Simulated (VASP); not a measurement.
A run of VASP 6.6.1 is set up as follows.

Contents of INCAR:

```
PREC     = Accurate       # precision mode
ENCUT    = 600            # plane-wave cutoff, eV
EDIFF    = 1E-6           # SCF threshold, eV
ISMEAR   = -1             # smearing method
SIGMA    = 0.05           # smearing width, eV
LREAL    = False          # projectors in reciprocal space
LASPH    = True           # aspherical terms in the spheres
NELM     = 100            # most SCF steps
ALGO     = Normal         # electronic algorithm
ISIF     = 3              # what is computed and relaxed
LWAVE    = False          # write WAVECAR
LCHARG   = False          # write CHGCAR
GGA      = PE             # functional
IVDW     = 13             # dispersion correction
IBRION   = 2              # ionic algorithm
NSW      = 80             # ionic steps
EDIFFG   = -0.001         # ionic threshold
```

File KPOINTS:

```
Automatic mesh
0
Gamma
  24 24 6
```

File POSCAR:

```
C
1.0
    2.4600000000      0.0000000000      0.0000000000
   -1.2300000000      2.1304224933      0.0000000000
    0.0000000000      0.0000000000      6.7000000000
C
4
Direct
    0.0000000000      0.0000000000      0.2500000000
    0.3333333333      0.6666666667      0.2500000000
    0.0000000000      0.0000000000      0.7500000000
    0.6666666667      0.3333333333      0.7500000000
```

Potentials or basis: VASP PAW PBE potentials, release 64 (C).

Launch:

```console
$ cat potpaw_PBE.64/C/POTCAR > POTCAR
$ mpirun -np 1 vasp_std > vasp.out
```

Q: Predict the space group after relaxing (to 0.05 Å).

A: P6_3/mmc (No. 194).

Q: What does it give for the relaxed volume?

A: 8.65 Å³/atom.

Q: Predict the band gap on the k mesh.

A: Zero (band 8 reaches 4.86 eV, above the bottom of band 9 at 4.83 eV).

Final structure:
```
C
1.0
     2.46005    0.00000    0.00000
    -1.23003    2.13047    0.00000
     0.00000    0.00000    6.60482
C
4
Direct
  0.00000 0.00000 0.25000
  0.33333 0.66667 0.25000
  0.00000 0.00000 0.75000
  0.66667 0.33333 0.75000
```
